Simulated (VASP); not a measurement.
Crystal: KTaO3.

```
CELL_PARAMETERS angstrom
4.02442 0.00000 0.00000
0.00000 4.02442 0.00000
0.00000 0.00000 4.02442
ATOMIC_POSITIONS crystal
K 0.00000 0.00000 0.00000
Ta 0.50000 0.50000 0.50000
O 0.50000 0.50000 0.00000
O 0.50000 0.00000 0.50000
O 0.00000 0.50000 0.50000
```

- Program: VASP 6.6.1
- Task: relaxation of cell and atoms
- Functional: PBEsol
- Potentials or basis: VASP PAW PBE potentials, release 64 (K_sv, Ta_pv, O)
- Cutoff: 600 eV
- k mesh: 6 × 6 × 6
- Occupations: fermi-dirac, width 0.02 eV
- Spin: no spin polarisation

At the start: pressure -5.1 GPa; volume 13.04 Å³/atom.

Problem. How do energy, volume and symmetry change on relaxing?

Solution. Over 3 steps the energy falls by 5.5 meV/atom and the volume is 12.70 Å³/atom (-2.6 %); space group Pm-3m (No. 221, to 0.05 Å).

Step by step:
```tsv
step	energy change (eV)	largest force (eV/Å)	pressure (GPa)	volume (Å³)
1	0.0000	0.0000	-5.08	65.18
2	0.0198	0.0000	7.44	61.36
3	-0.0277	0.0000	-0.04	63.49
```

Final structure:
```
K Ta O
1.0
     3.98925    0.00000    0.00000
     0.00000    3.98925    0.00000
     0.00000    0.00000    3.98925
K Ta O
1 1 3
Direct
  0.00000 0.00000 0.00000
  0.50000 0.50000 0.50000
  0.50000 0.50000 0.00000
  0.50000 0.00000 0.50000
  0.00000 0.50000 0.50000
```

Caveat: the PAW data sets were made with another functional, which shifts forces and pressure a little.
